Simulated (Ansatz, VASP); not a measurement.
**CuAu in VASP and in Ansatz**

INCAR

```
SYSTEM = CuAu
PREC = Accurate
ENCUT = 520
EDIFF = 1E-7
ISMEAR = 0
SIGMA = 0.1
LREAL = .False.
LASPH = .True.
NELM = 80
ALGO = Normal
ISIF = 2
LWAVE = .False.
LCHARG = .True.
GGA = PE
LELF = .True.
LVHAR = .True.
NBANDS = 18
```

File KPOINTS:

```
regular mesh
0
Gamma
  6 6 4
  0 0 0
```

The input POSCAR:

```
CuAu
1.0
    2.8000000000      0.0000000000      0.0000000000
    0.0000000000      2.8000000000      0.0000000000
    0.0000000000      0.0000000000      3.6700000000
Cu Au
1 1
Direct
    0.5000000000      0.5000000000      0.5000000000
    0.0000000000      0.0000000000      0.0000000000
```

Input for Ansatz:

```yaml
crystal:
  lattice:
    - [2.8, 0.0, 0.0]
    - [0.0, 2.8, 0.0]
    - [0.0, 0.0, 3.67]
  atoms:
    - { symbol: Cu, position: [0.5, 0.5, 0.5] }
    - { symbol: Au, position: [0.0, 0.0, 0.0] }
basis:
  ecutwfc: 420
kpoints:
  mp_grid: { grid: [6, 6, 4] }
hamiltonian:
  xc: pbe
scf:
  occupations: { method: gaussian, width: 0.1 }
output:
  forces: true
  stress: true
  eigenvalues: true
```

Alike in both runs: task single point; functional PBE; k mesh 6 × 6 × 4; occupations gaussian, width 0.1 eV; no spin polarisation.

```csv
,VASP,Ansatz
version,VASP 6.6.1,Ansatz 0.2.0
potentials or method,"VASP PAW PBE potentials, release 64 (Cu, Au), cutoff 520 eV","scalar-relativistic, plane waves, PAW"
valence electrons in the cell,22,38
```

```tsv
	VASP	Ansatz	Ansatz less VASP
gap on the k mesh at the Fermi level (eV)	none	none	-
pressure (GPa)	7.1	7.1	+0.04
traceless stress, the component that is largest in VASP (GPa)	-2.30	-2.39	-0.087
```

A gap of «none» marks a metal or a gap that the smearing closes. VASP's potentials hold 22 valence electrons a cell and Ansatz's 38, so a difference there can come from the potentials and not from the codes.

The k mesh is coarse, so the values compare programs but aren't converged. Neither program's run includes spin-orbit coupling.
